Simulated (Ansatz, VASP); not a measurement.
**InSb3 in VASP and in Ansatz**

INCAR

```
SYSTEM = InSb3
ALGO = Normal ; EDIFF = 1E-6
ENCUT = 520 ; GGA = PS
ISIF = 2 ; ISMEAR = 0
LASPH = .TRUE. ; LCHARG = .FALSE.
LREAL = .FALSE. ; LWAVE = .FALSE.
NBANDS = 22 ; NELM = 100
PREC = Accurate ; SIGMA = 0.15
```

File KPOINTS:

```
k-points
0
G
  10 10 10
  0 0 0
```

Contents of POSCAR:

```
InSb3
1.0
    4.5068634070      0.0000000000      0.0000000000
    0.0000000000      4.5068634070      0.0000000000
    0.0000000000      0.0000000000      4.7885423700
In Sb
1 3
Direct
    0.0000000000      0.0000000000      0.0000000000
    0.5000000000      0.0000000000      0.5000000000
    0.0000000000      0.5000000000      0.5000000000
    0.5000000000      0.5000000000      0.0000000000
```

Input for Ansatz:

```yaml
crystal:
  lattice:
    - [4.506863407, 0.0, 0.0]
    - [0.0, 4.506863407, 0.0]
    - [0.0, 0.0, 4.78854237]
  atoms:
    - { symbol: In, position: [0.0, 0.0, 0.0] }
    - { symbol: Sb, position: [0.5, 0.0, 0.5] }
    - { symbol: Sb, position: [0.0, 0.5, 0.5] }
    - { symbol: Sb, position: [0.5, 0.5, 0.0] }
basis:
  ecutwfc: 420
kpoints:
  mp_grid: { grid: [10, 10, 10] }
hamiltonian:
  xc: pbesol
  pseudopotentials: { kind: paw, azcp: { folder: soft_1 } }
scf:
  occupations: { method: gaussian, width: 0.15 }
output:
  forces: true
  stress: true
  eigenvalues: true
```

Alike in both runs: task single point; functional PBEsol; k mesh 10 × 10 × 10; occupations gaussian, width 0.15 eV; no spin polarisation.

|  | VASP | Ansatz |
| --- | --- | --- |
| version | VASP 6.6.1 | Ansatz 0.2.0 |
| potentials or method | VASP PAW PBE potentials, release 64 (In_d, Sb), cutoff 520 eV | scalar-relativistic, plane waves, PAW |
| valence electrons in the cell | 28 | 58 |

VASP gave:

| Item | Value |
| --- | --- |
| gap on the k mesh at the Fermi level (eV) | none |
| pressure (GPa) | 6.1 |
| traceless stress, the component that is largest in VASP (GPa) | -0.17 |

Problem. Which values does Ansatz return?

Solution. gap on the k mesh at the Fermi level (eV): none; pressure (GPa): 6.1; traceless stress, the component that is largest in VASP (GPa): -0.16.

VASP's potentials were made for PBE, not for PBEsol, and Ansatz warns of the same on its side. A gap of «none» marks a metal or a gap that the smearing closes. VASP's potentials hold 28 valence electrons a cell and Ansatz's 58, so a difference there can come from the potentials and not from the codes.

Spin-orbit coupling is off throughout.
